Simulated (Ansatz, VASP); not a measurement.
# Two plane-wave programs on Ba3OsPd

```xyz
5
Lattice="4.9385 0.0000 0.0000 0.0000 4.9385 0.0000 0.0000 0.0000 4.9609" Properties=species:S:1:pos:R:3 pbc="T T T"
Ba    2.4692    2.4692    0.0000
Ba    2.4692    0.0000    2.4805
Ba    0.0000    2.4692    2.4805
Pd    2.4692    2.4692    2.4805
Os    0.0000    0.0000    0.0000
```

Alike in both runs: task relaxation of cell and atoms; functional PBE; k mesh 4 × 4 × 4; occupations gaussian, width 0.1 eV; no spin polarisation.

```csv
,VASP,Ansatz
version,VASP 6.6.1,Ansatz 0.2.0
potentials or method,"VASP PAW PBE potentials, release 64 (Ba_sv, Pd, Os), cutoff 600 eV","scalar-relativistic, plane waves, PAW"
valence electrons in the cell,48,64
```

Ansatz gave:

| Quantity | Value |
| --- | --- |
| gap on the k mesh at the Fermi level, each at its own relaxed structure (eV) | none |
| relaxed volume (Å³/atom) | 39.82 |
| relaxed length of the cell vector where the two differ most in proportion (Å) | 5.840 |

Problem. Estimate VASP's values.

Solution. gap on the k mesh at the Fermi level, each at its own relaxed structure (eV): none; relaxed volume (Å³/atom): 40.86; relaxed length of the cell vector where the two differ most in proportion (Å): 5.892.

A gap of «none» marks a metal or a gap that the smearing closes. VASP's potentials hold 48 valence electrons a cell and Ansatz's 64, so a difference there can come from the potentials and not from the codes.

Spin-orbit coupling is off throughout. Noted on VASP's run: the volume moved by over 15 % at a fixed basis, so the end points are rough.
